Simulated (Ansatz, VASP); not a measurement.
# HfH3: VASP beside Ansatz

```
CELL_PARAMETERS angstrom
3.03287 0.00000 0.00000
0.00000 3.03287 0.00000
0.00000 0.00000 3.03287
ATOMIC_POSITIONS crystal
Hf 0.00000 0.00000 0.00000
H 0.00000 0.50000 0.50000
H 0.50000 0.00000 0.50000
H 0.50000 0.50000 0.00000
```

Alike in both runs: functional LDA; k mesh 7 × 7 × 7; no spin polarisation.

Ansatz relaxed the structure, and its values are those at the end. VASP's run is a single point on that final structure, the one shown.

|  | VASP | Ansatz |
| --- | --- | --- |
| version | VASP 6.6.1 | Ansatz 0.2.0 |
| potentials or method | VASP PAW LDA potentials, release 64 (Hf_pv, H), cutoff 520 eV | plane waves, PAW |
| occupations | methfessel-paxton of order 1, width 0.1 eV | methfessel-paxton of order 1 |
| valence electrons in the cell | 13 | 29 |

|  | VASP | Ansatz | Ansatz less VASP |
| --- | --- | --- | --- |
| pressure (GPa) | -0.3 | 0.0 | +0.24 |

LDA's correlation is that of Perdew and Zunger in VASP and of Perdew and Wang (1992) in Ansatz. VASP's potentials hold 13 valence electrons a cell and Ansatz's 29, so a difference there can come from the potentials and not from the codes.

Neither program's run includes spin-orbit coupling.
